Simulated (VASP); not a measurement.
Crystal: Na3H2.

```
Na H
1.0
     3.77756    0.00000    0.00000
    -1.88878    3.27147    0.00000
     0.00000    0.00000    5.87728
Na H
3 2
Direct
  0.00000 0.00000 0.00000
  0.33333 0.66667 0.64500
  0.66667 0.33333 0.35500
  0.33333 0.66667 0.24500
  0.66667 0.33333 0.75500
```

| Quantity | Value |
| --- | --- |
| Program | VASP 6.6.1 |
| Task | relaxation of cell and atoms |
| Functional | PBE |
| Potentials or basis | VASP PAW PBE potentials, release 64 (Na_sv, H) |
| Cutoff | 1130 eV |
| k mesh | 6 × 6 × 4 |
| Occupations | gaussian, width 0.1 eV |
| Spin | no spin polarisation |

At the start: pressure 5.5 GPa; volume 14.53 Å³/atom.

Task: Where does the relaxation end?

Result: Over 43 steps the energy falls by 270.8 meV/atom and the volume is 17.08 Å³/atom (+17.6 %); space group P-3m1 (No. 164, to 0.1 Å) before and after.

The path:
| step | energy change (eV) | largest force (eV/Å) | pressure (GPa) | volume (Å³) |
| --- | --- | --- | --- | --- |
| 1 | 0.0000 | 0.2643 | 5.48 | 72.63 |
| 3 | -0.2449 | 0.0924 | 0.43 | 86.58 |
| 5 | -0.2488 | 0.0857 | -0.07 | 88.91 |
| 7 | -0.2536 | 0.0626 | -0.04 | 88.53 |
| 9 | -0.2572 | 0.0801 | 0.05 | 87.81 |
| 11 | -0.2653 | 0.0517 | -0.12 | 88.03 |
| 13 | -0.2720 | 0.0277 | -0.17 | 87.77 |
| 15 | -0.3267 | 0.1177 | 1.23 | 82.58 |
| 17 | -0.3674 | 0.1174 | 2.49 | 79.12 |
| 19 | -0.3718 | 0.1323 | 3.06 | 77.79 |
| 21 | -0.3723 | 0.1333 | 3.11 | 77.69 |
| 23 | -0.3735 | 0.1381 | 3.32 | 77.24 |
| 25 | -0.3767 | 0.1382 | 3.31 | 77.30 |
| 27 | -0.3911 | 0.1382 | 3.22 | 77.56 |
| 29 | -0.4468 | 0.1352 | 2.90 | 78.64 |
| 31 | -0.6416 | 0.2737 | 1.88 | 82.88 |
| 33 | -0.6272 | 0.9840 | -1.57 | 99.12 |
| 35 | -0.9022 | 0.6826 | 0.06 | 92.65 |
| 37 | -1.1678 | 0.4154 | -1.07 | 92.04 |
| 39 | -1.2998 | 0.3515 | 0.36 | 85.26 |
| 41 | -1.3515 | 0.0785 | -0.06 | 85.67 |
| 43 | -1.3539 | 0.0210 | -0.09 | 85.42 |

Final structure:
```
Na H
1.0
     3.45072    0.00000    0.00000
    -1.72536    2.98841    0.00000
     0.00000    0.00000    8.28381
Na H
3 2
Direct
  0.00000 0.00000 0.00000
  0.33333 0.66667 0.67768
  0.66667 0.33333 0.32232
  0.33333 0.66667 0.15857
  0.66667 0.33333 0.84143
```

Caveat: the volume moved by over 15 % at a fixed basis, so the end points are rough.
